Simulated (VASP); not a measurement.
Write the native input for VASP 6.6.1 that does the following.

```yaml
Task: single point
Functional: PBE
Potentials_or_basis: VASP PAW PBE potentials, release 64 (Mn_pv, O)
Cutoff: 520 eV
k_mesh: 9 × 9 × 5
Occupations: fermi-dirac, width 0.05 eV
Spin: no spin polarisation
Hubbard_terms: Mn d U = 4.0 eV
Dipole_correction: no
Further_INCAR_settings: ALGO = Normal; EDIFF = 1e-06; NBANDS = 27
```

The structure of MnO lies in POSCAR:

```
MnO
1.0
    3.3717000000      0.0000000000      0.0000000000
   -1.6858500000      2.9199778500      0.0000000000
    0.0000000000      0.0000000000      5.3855000000
Mn O
2 2
Direct
    0.3333333300      0.6666666700      0.0109600000
    0.6666666700      0.3333333300      0.5109600000
    0.3333333300      0.6666666700      0.3754700000
    0.6666666700      0.3333333300      0.8754700000
```

The input as run:

INCAR

```
PREC     = Accurate       # precision mode
ENCUT    = 520            # plane-wave cutoff, eV
EDIFF    = 1E-6           # SCF threshold, eV
ISMEAR   = -1             # smearing method
SIGMA    = 0.05           # smearing width, eV
LREAL    = F              # projectors in reciprocal space
LASPH    = T              # aspherical terms in the spheres
NELM     = 150            # most SCF steps
ALGO     = Normal         # electronic algorithm
ISIF     = 2              # what is computed and relaxed
LWAVE    = F              # write WAVECAR
LCHARG   = F              # write CHGCAR
LMAXMIX  = 4              # l up to which the mixer works
LDAU     = T              # DFT+U
LDAUTYPE = 2            
LDAUL    = 2 -1           # shell
LDAUU    = 4 0            # U, eV
LDAUJ    = 0 0          
LDAUPRINT= 1            
GGA      = PE             # functional
NBANDS   = 27             # bands
```

KPOINTS

```
Automatic mesh
0
Gamma
  9 9 5
```

Potentials or basis: VASP PAW PBE potentials, release 64 (Mn_pv, O).

Command:

```bash
$ cat potpaw_PBE.64/Mn_pv/POTCAR potpaw_PBE.64/O/POTCAR > POTCAR
$ mpirun -np 1 vasp_std > vasp.out
```

It gave:

```yaml
Pressure: -19.3 GPa
Largest_force: 0.984 eV/Å
Band_gap_on_the_k_mesh: zero (bands 19 and 20 overlap by 0.84 eV)
```

Caveat: the stress differs along the axes, from -24 to -10 GPa; the run has no spin polarisation, though such a crystal can be magnetic; U without spin polarisation on a metal has little footing.

Wall time 32 s on 1 thread of Intel(R) Xeon(R) 6975P-C (Granite Rapids), with other jobs on the host, peak memory 0.19 GiB.
